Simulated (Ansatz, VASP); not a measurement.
**AlN: VASP beside Ansatz**

INCAR

```
SYSTEM = AlN
PREC     = Accurate       ! precision mode
ENCUT    = 520            ! plane-wave cutoff, eV
EDIFF    = 1E-6           ! SCF threshold, eV
ISMEAR   = 0              ! smearing method
SIGMA    = 0.05           ! smearing width, eV
LREAL    = .False.        ! projectors in reciprocal space
LASPH    = .True.         ! aspherical terms in the spheres
NELM     = 60             ! most SCF steps
ALGO     = Normal         ! electronic algorithm
ISIF     = 2              ! what is computed and relaxed
LWAVE    = .False.        ! write WAVECAR
LCHARG   = .False.        ! write CHGCAR
GGA      = PS             ! functional
NBANDS   = 26             ! bands
```

KPOINTS

```
regular mesh
0
Gamma
  8 8 3
  0 0 0
```

The input POSCAR:

```
AlN
1.0
   -3.1135599822      0.0000000000      0.0000000000
   -1.5567799911     -2.6964220408      0.0000000000
   -0.5189266637     -0.8988073469     11.9667009506
Al N
4 4
Direct
    0.3333333333      0.0822217568      0.7533347297
    0.3333333333      0.2210333500      0.3368999499
    0.6666666667      0.6237724800      0.1286825600
    0.6666666667      0.4849608867      0.5451173398
    0.3333333333      0.3068217234      0.0795348299
    0.3333333333      0.1680101301      0.4959696097
    0.6666666667      0.5707492601      0.2877522198
    0.6666666667      0.4319376668      0.7041869996
```

Input for Ansatz:

```yaml
crystal:
  lattice:
    - [-3.1135599822, 0.0, 0.0]
    - [-1.5567799911, -2.6964220408, 0.0]
    - [-0.5189266637, -0.8988073469, 11.9667009506]
  atoms:
    - { symbol: Al, position: [0.3333333333, 0.0822217568, 0.7533347297] }
    - { symbol: Al, position: [0.3333333333, 0.22103335, 0.3368999499] }
    - { symbol: Al, position: [0.6666666667, 0.62377248, 0.12868256] }
    - { symbol: Al, position: [0.6666666667, 0.4849608867, 0.5451173398] }
    - { symbol: "N", position: [0.3333333333, 0.3068217234, 0.0795348299] }
    - { symbol: "N", position: [0.3333333333, 0.1680101301, 0.4959696097] }
    - { symbol: "N", position: [0.6666666667, 0.5707492601, 0.2877522198] }
    - { symbol: "N", position: [0.6666666667, 0.4319376668, 0.7041869996] }
basis:
  ecutwfc: 520.0
kpoints:
  mp_grid: { grid: [8, 8, 3] }
hamiltonian:
  xc: pbesol
  pseudopotentials: { kind: paw, azcp: { folder: soft_1 } }
scf:
  occupations: { method: gaussian, width: 0.05 }
output:
  forces: true
  stress: true
  eigenvalues: true
```

Alike in both runs: task single point; functional PBEsol; k mesh 8 × 8 × 3; occupations gaussian, width 0.05 eV; no spin polarisation.

|  | VASP | Ansatz |
| --- | --- | --- |
| version | VASP 6.6.1 | Ansatz 0.2.0 |
| potentials or method | VASP PAW PBE potentials, release 64 (Al, N), cutoff 520 eV | scalar-relativistic, plane waves, PAW |
| valence electrons in the cell | 32 | 32 |

VASP gave:

| Property | Result |
| --- | --- |
| gap on the k mesh at the Fermi level (eV) | none |
| pressure (GPa) | -2.3 |
| traceless stress, the component that is largest in VASP (GPa) | -2.14 |
| rms of the force components (eV/Å) | 0.822 |

Task: What did Ansatz give for the same quantities?

Result: gap on the k mesh at the Fermi level (eV): none; pressure (GPa): -2.3; traceless stress, the component that is largest in VASP (GPa): -2.01; rms of the force components (eV/Å): 0.825.

VASP's potentials were made for PBE, not for PBEsol, and Ansatz warns of the same on its side. Atom by atom the forces differ by 0.004 eV/Å (rms over components). A gap of «none» marks a metal or a gap that the smearing closes.
